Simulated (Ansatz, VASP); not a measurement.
# Two plane-wave programs on N

```xyz
2
Lattice="11.0000 0.0000 0.0000 0.0000 11.5000 0.0000 0.0000 0.0000 12.0000" Properties=species:S:1:pos:R:3 pbc="T T T"
N     5.5000    5.7500    5.4490
N     5.5000    5.7500    6.5210
```

Alike in both runs: task single point; functional PBE; k mesh 1 × 1 × 1; no spin polarisation.

|  | VASP | Ansatz |
| --- | --- | --- |
| version | VASP 6.6.1 | Ansatz 0.2.0 |
| potentials or method | VASP PAW PBE potentials, release 64 (N), cutoff 520 eV | scalar-relativistic, plane waves, PAW |
| occupations | gaussian, width 0.01 eV | fixed |
| valence electrons in the cell | 10 | 10 |

```csv
,VASP,Ansatz,Ansatz less VASP
rms of the force components (eV/Å),4.215,2.707,-1.5075
```

Atom by atom the forces differ by 1.508 eV/Å (rms over components).

Noted on VASP's run: the standard files for N, O and F lose accuracy on very short bonds.
